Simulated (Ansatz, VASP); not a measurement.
Na in VASP and in Ansatz

INCAR

```
SYSTEM = Na
PREC     = Accurate       ! precision mode
ENCUT    = 520            ! plane-wave cutoff, eV
EDIFF    = 1E-7           ! SCF threshold, eV
ISMEAR   = -1             ! smearing method
SIGMA    = 0.1            ! smearing width, eV
LREAL    = .False.        ! projectors in reciprocal space
LASPH    = .True.         ! aspherical terms in the spheres
NELM     = 80             ! most SCF steps
ALGO     = Normal         ! electronic algorithm
ISIF     = 2              ! what is computed and relaxed
LWAVE    = .False.        ! write WAVECAR
LCHARG   = .False.        ! write CHGCAR
GGA      = PE             ! functional
NBANDS   = 10             ! bands
```

KPOINTS

```
Automatic mesh
0
Gamma
  17 17 17
  0 0 0
```

The input POSCAR:

```
Na
1.0
    0.0000000000      2.7156310687      2.7156310687
    2.7156310687      0.0000000000      2.7156310687
    2.7156310687      2.7156310687      0.0000000000
Na
1
Direct
    0.0000000000      0.0000000000      0.0000000000
```

Input for Ansatz:

```yaml
crystal:
  lattice:
    - [0.0, 2.7156310687, 2.7156310687]
    - [2.7156310687, 0.0, 2.7156310687]
    - [2.7156310687, 2.7156310687, 0.0]
  atoms:
    - { symbol: Na, position: [0.0, 0.0, 0.0] }
hamiltonian:
  xc: pbe
  pseudopotentials:
    kind: paw
    azcp:
      Na: "pseudopotentials/Na.paw.azcp"
basis:
  ecutwfc: 420
  fft_grid_basis: typed
kpoints:
  mp_grid: { grid: [17, 17, 17], shift: [0, 0, 0] }
magnetization:
  spin_polarized: false
scf:
  occupations: { method: fermi_dirac, width: 0.1 }
output:
  stress: true
```

Alike in both runs: task single point; functional PBE; k mesh 17 × 17 × 17; occupations fermi-dirac, width 0.1 eV; no spin polarisation.

```csv
,VASP,Ansatz
version,VASP 6.6.1,Ansatz 0.2.0
potentials or method,"VASP PAW PBE potentials, release 64 (Na_pv), cutoff 520 eV","plane waves (420 eV) with PAW, scalar-relativistic"
valence electrons in the cell,7,9
```

|  | VASP | Ansatz | Ansatz less VASP |
| --- | --- | --- | --- |
| pressure (GPa) | -0.5 | -0.5 | 0.00 |

VASP's potentials hold 7 valence electrons a cell and Ansatz's 9, so a difference there can come from the potentials and not from the codes.
